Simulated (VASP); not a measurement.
Wanted: the native input for a VASP 6.6.1 run.

```
Task                   : relaxation of cell and atoms
Functional             : PBEsol
Dispersion             : D4
Potentials or basis    : VASP PAW PBE potentials, release 64 (Pb_d, O)
Cutoff                 : 600 eV
k mesh                 : 9 × 9 × 9
Occupations            : fermi-dirac, width 0.05 eV
Spin                   : no spin polarisation
Dipole correction      : no
Further INCAR settings : ALGO = Normal; EDIFF = 1e-06; IBRION = 2; EDIFFG = -0.01; NSW = 60; ISIF = 3
```

The structure of PbO2 lies in POSCAR:

```
PbO2
1.0
    0.0000000000      2.7019920000      2.7019920000
    2.7019920000      0.0000000000      2.7019920000
    2.7019920000      2.7019920000      0.0000000000
Pb O
1 2
Direct
    0.0000000000      0.0000000000      0.0000000000
    0.7500000000      0.7500000000      0.7500000000
    0.2500000000      0.2500000000      0.2500000000
```

These files were run (other wordings do the same):

INCAR

```
PREC     = Accurate       # precision mode
ENCUT    = 600            # plane-wave cutoff, eV
EDIFF    = 1E-6           # SCF threshold, eV
ISMEAR   = -1             # smearing method
SIGMA    = 0.05           # smearing width, eV
LREAL    = False          # projectors in reciprocal space
LASPH    = True           # aspherical terms in the spheres
NELM     = 80             # most SCF steps
ALGO     = Normal         # electronic algorithm
ISIF     = 3              # what is computed and relaxed
LWAVE    = False          # write WAVECAR
LCHARG   = False          # write CHGCAR
GGA      = PS             # functional
IVDW     = 13             # dispersion correction
IBRION   = 2              # ionic algorithm
NSW      = 60             # ionic steps
EDIFFG   = -0.01          # ionic threshold
```

KPOINTS

```
regular mesh
0
Gamma
  9 9 9
```

Potentials or basis: VASP PAW PBE potentials, release 64 (Pb_d, O).

Command:

```bash
$ cat potpaw_PBE.64/Pb_d/POTCAR potpaw_PBE.64/O/POTCAR > POTCAR
$ mpirun -np 1 vasp_std > vasp.out
```

It gave:

```json
{"Relaxed volume": "12.48 Å³/atom", "Relaxed cell": "a = 3.755 Å, b = 3.755 Å, c = 3.755 Å, α = 60.00°, β = 60.00°, γ = 60.00°", "Space group after relaxing (to 0.05 Å)": "Fm-3m (No. 225)", "Energy gained by relaxing": "16.1 meV/atom", "Ionic steps": "3", "Pressure after relaxing": "0.0 GPa", "Band gap on the k mesh": "zero (band 13 reaches 6.12 eV, above the bottom of band 14 at 4.84 eV)", "Dispersion energy per atom": "-0.165 eV"}
```

Caveat: the PAW data sets were made with another functional, which shifts forces and pressure a little; spin-orbit coupling is left out, which moves the levels of the heavy elements; pairwise dispersion overbinds metals, which lowers pressure and volume.

It took 27 s on 1 thread of Intel(R) Xeon(R) 6975P-C (Granite Rapids) (shared host), peak memory 0.19 GiB.
